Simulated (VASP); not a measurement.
# LiBeF3 (Amm2) in VASP: a series of runs, part 2 of 2

VASP 6.6.1. Earlier steps stand in the parts before.

**3. Relaxation of shape and atoms at fixed volume, PBE (10.75 Å³/atom)**

This run uses another cell than the first one, of 10.75 Å³/atom.

File INCAR:

```
SYSTEM = LiBeF3
PREC     = Accurate       ! precision mode
ENCUT    = 600            ! plane-wave cutoff, eV
EDIFF    = 1E-7           ! SCF threshold, eV
ISMEAR   = 0              ! smearing method
SIGMA    = 0.02           ! smearing width, eV
LREAL    = .False.        ! projectors in reciprocal space
LASPH    = .True.         ! aspherical terms in the spheres
NELM     = 100            ! most SCF steps
ALGO     = Normal         ! electronic algorithm
ISIF     = 4              ! what is computed and relaxed
LWAVE    = .False.        ! write WAVECAR
LCHARG   = .False.        ! write CHGCAR
GGA      = PE             ! functional
IBRION   = 2              ! ionic algorithm
NSW      = 50             ! ionic steps
EDIFFG   = -0.01          ! ionic threshold
```

File KPOINTS:

```
regular mesh
0
Gamma
  8 6 6
  0 0 0
```

File POSCAR:

```
LiBeF3
1.0
    2.7108199234      0.0000000000      0.0000000000
    0.0000000000      2.5615290997      3.8718240727
    0.0000000000     -2.5615290997      3.8718240727
Li Be F
1 1 3
Direct
    0.5000000000      0.6906371366      0.6906371366
    0.0000000000      0.0543744319      0.0543744319
    0.0000000000      0.9080056664      0.4052869189
    0.0000000000      0.4052869189      0.9080056664
    0.5000000000      0.9410228191      0.9410228191
```

Potentials or basis: VASP PAW PBE potentials, release 64 (Li_sv, Be, F).

Launch:

```bash
cat potpaw_PBE.64/Li_sv/POTCAR potpaw_PBE.64/Be/POTCAR potpaw_PBE.64/F/POTCAR > POTCAR
mpirun -np 1 vasp_std > vasp.out
```

OUTCAR:

```text
SYSTEM = LiBeF3
   PREC = Accurate
   ENCUT = 600
   EDIFF = 1E-7
   ISMEAR = 0
   LREAL = .False.
   LASPH = .True.
   NELM = 100
   ISIF = 4
   GGA = PE
   IBRION = 2
   NSW = 50
   EDIFFG = -0.01

 ion  position               nearest neighbor table
   1  0.500  0.691  0.691-   3 1.89   4 1.89   3 1.89   4 1.89   5 1.94
   2  0.000  0.054  0.054-   3 1.50   4 1.50   5 1.61   5 1.61
   3  0.000  0.908  0.405-   2 1.50   1 1.89   1 1.89
   4  0.000  0.405  0.908-   2 1.50   1 1.89   1 1.89
   5  0.500  0.941  0.941-   2 1.61   2 1.61   1 1.94

  LATTYP: Found a base centered orthorhombic cell.
 ALAT       =     5.1230581994
 B/A-ratio  =     1.5115284356
 C/A-ratio  =     0.5291409580

  Lattice vectors:

 A1 = (   0.0000000000,   2.5615290997,  -3.8718240727)
 A2 = (   0.0000000000,   2.5615290997,   3.8718240727)
 A3 = (   2.7108199234,   0.0000000000,   0.0000000000)

Analysis of symmetry for initial positions (statically):
=====================================================================
 Subroutine PRICEL returns:
 Original cell was already a primitive cell.

 Routine SETGRP: Setting up the symmetry group for a
 base centered orthorhombic supercell.

 Subroutine GETGRP returns: Found  4 space group operations
 (whereof  4 operations were pure point group operations)
[... 287 lines left out ...]
[... ionic steps 4 to 8 ...]

--------------------------------------- Ionic step        9  -------------------------------------------

 number of electron      26.0000002 magnetization

------------------------ aborting loop because EDIFF is reached ----------------------------------------
[... 73 lines left out ...]
--------------------------------------- Ionic step       11  -------------------------------------------

 number of electron      26.0000003 magnetization

 Free energy of the ion-electron system (eV)
  ---------------------------------------------------
  ext. energy  EPLUGINS =         0.00000000
  ---------------------------------------------------
  free energy    TOTEN  =       -26.73148425 eV

  energy without entropy =      -26.73148425  energy(sigma->0) =      -26.73148425

 E-fermi :  -2.4886     XC(G=0):  -8.5093

 val. band max:       -2.7017247854   @ k =   0.5000   0.5000   0.5000
 cond. band min:       5.0686103935   @ k =   0.0000   0.0000   0.0000
 fundamental gap:      7.7703351789
 Fermi energy:        -2.4885501225

 k-point     1 :       0.0000    0.0000    0.0000
  band No.  band energies     occupation
      1     -43.1666      2.00000
      2     -24.0802      2.00000
      3     -22.7270      2.00000
      4     -22.6192      2.00000
      5      -6.8355      2.00000
      6      -6.0144      2.00000
[... 457 lines left out ...]
      4     -22.3894      2.00000
      5      -7.1183      2.00000
      6      -6.2750      2.00000
[... 9 lines left out ...]
     16      11.7570      0.00000
     17      12.4062      0.00000

 [... further k-points ...]

------------------------ aborting loop because EDIFF is reached ----------------------------------------

  FORCE on cell =-STRESS in cart. coord.  units (eV):
  Direction    XX          YY          ZZ          XY          YZ          ZX
  --------------------------------------------------------------------------------------
  -------------------------------------------------------------------------------------
  Total        1.3661638      1.3796464      1.3824646      0.0000000      0.0000000      0.0000000
  in kB       40.7068756     41.1086104     41.1925842      0.0000000      0.0000000      0.0000000
  external PRESSURE =      41.0026901 kB  Pullay stress =       0.0000000 kB
[... 20 lines left out ...]
  FREE ENERGIE OF THE ION-ELECTRON SYSTEM (eV)
  ---------------------------------------------------
  free  energy   TOTEN  =       -26.7314842478 eV

  energy  without entropy=      -26.7314842478  energy(sigma->0) =      -26.73148425

 reached required accuracy - stopping structural energy minimisation
```

OSZICAR:

```text
N       E                     dE             d eps       ncg     rms          rms(c)
DAV:   1     0.195278116995E+03    0.19528E+03   -0.15964E+04  2210   0.169E+03
DAV:   2    -0.166353478127E+02   -0.21191E+03   -0.20774E+03  2719   0.395E+02
[... 91 lines left out ...]
       N       E                     dE             d eps       ncg     rms          rms(c)
DAV:   1    -0.267314793382E+02   -0.57626E-05   -0.45781E-03  2211   0.636E-01    0.143E-02
DAV:   2    -0.267314852524E+02   -0.59143E-05   -0.78033E-05  3025   0.805E-02    0.850E-03
DAV:   3    -0.267314843939E+02    0.85856E-06   -0.18595E-06  3445   0.135E-02    0.381E-03
DAV:   4    -0.267314842373E+02    0.15659E-06   -0.51996E-07  2992   0.795E-03    0.599E-04
DAV:   5    -0.267314842478E+02   -0.10490E-07   -0.66634E-08  1343   0.218E-03
  11 F= -.26731484E+02 E0= -.26731484E+02  d E =-.142195E-04
```

CONTCAR:

```text
LiBeF3
   1.00000000000000
     2.7338967382587951    0.0000000000000000    0.0000000000000000
     0.0000000000000000    2.5817037624335448    3.8091411322333069
     0.0000000000000000   -2.5817037624335448    3.8091411322333069
  Li              Be              F
     1     1     3
Direct
     0.5000000000000000    0.6875012303311433    0.6875012303311433
     0.0000000000000000    0.0544847745896638    0.0544847745896638
     0.0000000000000000    0.9095123019332101    0.4082063892037423
     0.0000000000000000    0.4082063892037423    0.9095123019332101
     0.5000000000000000    0.9396222768422481    0.9396222768422481

  0.00000000E+00  0.00000000E+00  0.00000000E+00
  0.00000000E+00  0.00000000E+00  0.00000000E+00
  0.00000000E+00  0.00000000E+00  0.00000000E+00
  0.00000000E+00  0.00000000E+00  0.00000000E+00
  0.00000000E+00  0.00000000E+00  0.00000000E+00
```

It took 3.6 min on 1 thread of Intel Xeon 6975P-C (Granite Rapids), shared host; peak memory 0.22 GiB.

What came out:

```yaml
Free_energy: -26.7315 eV
Energy_gained_by_relaxing: 1.6 meV/atom
Ionic_steps: 11
Pressure_after_relaxing: 4.1 GPa
Largest_force_after_relaxing: 0.004 eV/Å
Band_gap_on_the_k_mesh: 7.77 eV (least direct gap 7.81 eV)
```

Forces on the atoms (eV/Å):
```
Li   0.000  0.000 -0.003
Be   0.000  0.000 -0.004
F    0.000 -0.001  0.004
F    0.000  0.001  0.004
F    0.000  0.000 -0.001
```

Step by step:
```tsv
step	energy change (eV)	largest force (eV/Å)	pressure (GPa)	volume (Å³)
1	0.0000	0.2790	5.40	53.77
2	-0.0040	0.1506	4.45	53.77
3	-0.0045	0.0816	4.67	53.77
4	-0.0058	0.0415	4.52	53.77
5	-0.0061	0.0792	4.40	53.77
6	-0.0069	0.0521	4.32	53.77
7	-0.0071	0.0609	4.22	53.77
8	-0.0075	0.0435	4.19	53.77
9	-0.0079	0.0158	4.10	53.77
10	-0.0079	0.0194	4.09	53.77
11	-0.0079	0.0037	4.10	53.77
```

Final structure:
```
CELL_PARAMETERS angstrom
2.73390 0.00000 0.00000
0.00000 2.58170 3.80914
0.00000 -2.58170 3.80914
ATOMIC_POSITIONS crystal
Li 0.50000 0.68750 0.68750
Be 0.00000 0.05448 0.05448
F 0.00000 0.90951 0.40821
F 0.00000 0.40821 0.90951
F 0.50000 0.93962 0.93962
```

Caveat: the cutoff is under 1.25 times the usual one of these potentials, so pressure, stress and relaxed cells hold a basis-set (Pulay) error. A k mesh can miss the band edges.
